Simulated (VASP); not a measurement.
Set up this calculation in VASP 6.6.1, as the native input.

- Task: single point
- Functional: PBE
- Potentials or basis: VASP PAW PBE potentials, release 64 (Pd)
- Cutoff: 520 eV
- k mesh: 11 × 11 × 3
- Occupations: fermi-dirac, width 0.05 eV
- Spin: no spin polarisation
- Dipole correction: no
- Further INCAR settings: ALGO = Normal; EDIFF = 1e-07; NBANDS = 28

The structure of Pd lies in POSCAR:

```
Pd
1.0
    2.7252251778      0.0000000000      0.0000000000
   -1.3626125889      2.3601142350      0.0000000000
    0.0000000000      0.0000000000      8.9951574413
Pd
4
Direct
    0.6666666667      0.3333333333      0.7500000000
    0.0000000000      0.0000000000      0.5000000000
    0.3333333333      0.6666666667      0.2500000000
    0.0000000000      0.0000000000      0.0000000000
```

This isn't the form of Pd at room conditions, which is fcc.

The input as run:

INCAR

```
SYSTEM = Pd
  ALGO = Normal
  EDIFF = 1E-7
  ENCUT = 520
  GGA = PE
  ISIF = 2
  ISMEAR = -1
  LASPH = .TRUE.
  LCHARG = .FALSE.
  LREAL = .FALSE.
  LWAVE = .FALSE.
  NBANDS = 28
  NELM = 100
  PREC = Accurate
  SIGMA = 0.05
```

KPOINTS

```
k-points
0
G
  11 11 3
  0 0 0
```

Potentials or basis: VASP PAW PBE potentials, release 64 (Pd).

Launch:

```bash
$ cat potpaw_PBE.64/Pd/POTCAR > POTCAR
$ mpirun -np 1 vasp_std > vasp.out
```

Results of the run:

```
Pressure               : 11.5 GPa
Band gap on the k mesh : zero (bands 20 and 21 overlap by 0.94 eV)
```

Caveat: the cell stands under pressure.

Run time: 53 s on 1 thread of Intel Xeon 8259CL, with other jobs on the host, peak memory 0.19 GiB.
